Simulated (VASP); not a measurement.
Wanted: the native input for a VASP 6.6.1 run.

```
Task                   : single point
Functional             : r2SCAN
Potentials or basis    : VASP PAW PBE potentials, release 64 (Mo_sv)
Cutoff                 : 520 eV
k mesh                 : 15 × 15 × 15
Occupations            : fermi-dirac, width 0.1 eV
Spin                   : no spin polarisation
Dipole correction      : no
Further INCAR settings : ALGO = Normal; EDIFF = 1e-06; NBANDS = 13
```

Crystal: Mo.

```xyz
1
Lattice="-1.5992 1.5992 1.5992 1.5992 -1.5992 1.5992 1.5992 1.5992 -1.5992" Properties=species:S:1:pos:R:3 pbc="T T T"
Mo    0.0000    0.0000    0.0000
```

The input as run:

POSCAR

```
Mo
1.0
   -1.5992132738      1.5992132738      1.5992132738
    1.5992132738     -1.5992132738      1.5992132738
    1.5992132738      1.5992132738     -1.5992132738
Mo
1
Direct
    0.0000000000      0.0000000000      0.0000000000
```

INCAR.step1

```
SYSTEM = Mo
PREC = Accurate
ENCUT = 520
ISMEAR = -1
SIGMA = 0.1
LREAL = .FALSE.
LASPH = .TRUE.
NELM = 60
NBANDS = 13
GGA = PE
ALGO = Normal
EDIFF = 1E-4
LWAVE = .TRUE.
LCHARG = .FALSE.
```

INCAR.step2

```
SYSTEM = Mo
PREC = Accurate
ENCUT = 520
EDIFF = 1E-6
ISMEAR = -1
SIGMA = 0.1
LREAL = .FALSE.
LASPH = .TRUE.
NELM = 60
ALGO = Normal
ISIF = 2
LWAVE = .FALSE.
LCHARG = .FALSE.
METAGGA = R2SCAN
LMIXTAU = .TRUE.
NBANDS = 13
ISTART = 1
```

KPOINTS

```
regular mesh
0
G
  15 15 15
  0 0 0
```

Potentials or basis: VASP PAW PBE potentials, release 64 (Mo_sv).

Command:

```console
$ cat potpaw_PBE.64/Mo_sv/POTCAR > POTCAR
$ cp INCAR.step1 INCAR
$ mpirun -np 1 vasp_std > vasp.out
$ cp INCAR.step2 INCAR
$ mpirun -np 1 vasp_std > vasp.out
```

Results of the run:

The pressure is -10.2 GPa and the band gap on the k mesh is zero (band 7 reaches 15.43 eV, above the bottom of band 8 at 10.49 eV).

Caveat: the PAW data sets were made with another functional, which shifts forces and pressure a little.

It took 2.4 min on 1 thread of Intel Xeon 8259CL (shared host), peak memory 0.16 GiB.
